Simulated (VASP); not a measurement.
# Pb: single point with LDA

Pb:

```
Pb
1.0
     5.42690    0.00000    0.00000
    -2.71345    4.69984    0.00000
     0.00000    0.00000    3.29715
Pb
3
Direct
  0.00000 0.00000 0.00000
  0.33333 0.66667 0.50000
  0.66667 0.33333 0.50000
```

This isn't the form of Pb at room conditions, which is fcc.

```yaml
Program: VASP 6.6.1
Task: single point
Functional: LDA
Potentials_or_basis: VASP PAW LDA potentials, release 64 (Pb_d)
Cutoff: 520 eV
k_mesh: 8 × 8 × 11
Occupations: fermi-dirac, width 0.1 eV
Spin: no spin polarisation
```

```
Pressure               : 2.5 GPa
Band gap on the k mesh : zero (bands 21 and 22 overlap by 3.96 eV)
```

Stress tensor (GPa, compression positive):
```
3.06 0.00 0.00
0.00 3.06 0.00
0.00 0.00 1.41
```

Levels at points of the mesh, in eV from the Fermi level:
```csv
k point,band 18,band 19,band 20,band 21,band 22,band 23,band 24,band 25
"(0.00, 0.00, 0.00)",-6.98,-2.33,-2.33,-2.22,-2.22,3.05,7.32,8.40
"(0.50, 0.00, 0.00)",-7.95,-4.45,0.79,0.86,3.14,3.39,4.24,5.10
```

It took 78 s on 1 thread of Intel(R) Xeon(R) 6975P-C (Granite Rapids) (shared host), peak memory 0.23 GiB.

Caveat: spin-orbit coupling is left out, which moves the levels of the heavy elements.
